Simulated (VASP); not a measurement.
Input of a VASP 6.6.1 run:

File INCAR:

```
SYSTEM = Si2Ni
ALGO = Normal
EDIFF = 1E-6
ENCUT = 520
ISIF = 2
ISMEAR = -1
ISPIN = 2
LASPH = .TRUE.
LCHARG = .FALSE.
LMAXMIX = 4
LORBIT = 11
LREAL = .FALSE.
LWAVE = .FALSE.
MAGMOM = 1 0 0
NBANDS = 20
NELM = 150
PREC = Accurate
SIGMA = 0.05
```

The input KPOINTS:

```
k-points
0
G
  9 9 9
  0 0 0
```

File POSCAR:

```
Si2Ni
1.0
    0.0000000000      2.6848585138      2.6848585138
    2.6848585138      0.0000000000      2.6848585138
    2.6848585138      2.6848585138      0.0000000000
Ni Si
1 2
Direct
    0.0000000000      0.0000000000      0.0000000000
    0.7500000000      0.7500000000      0.7500000000
    0.2500000000      0.2500000000      0.2500000000
```

Potentials or basis: VASP PAW LDA potentials, release 64 (Ni, Si).

Launch:

```sh
$ cat potpaw_LDA.64/Ni/POTCAR potpaw_LDA.64/Si/POTCAR > POTCAR
$ mpirun -np 1 vasp_std > vasp.out
```

Q: What does it give for the pressure?

A: -1.1 GPa.

Q: What does it give for the net moment?

A: 0.00 μB per cell.
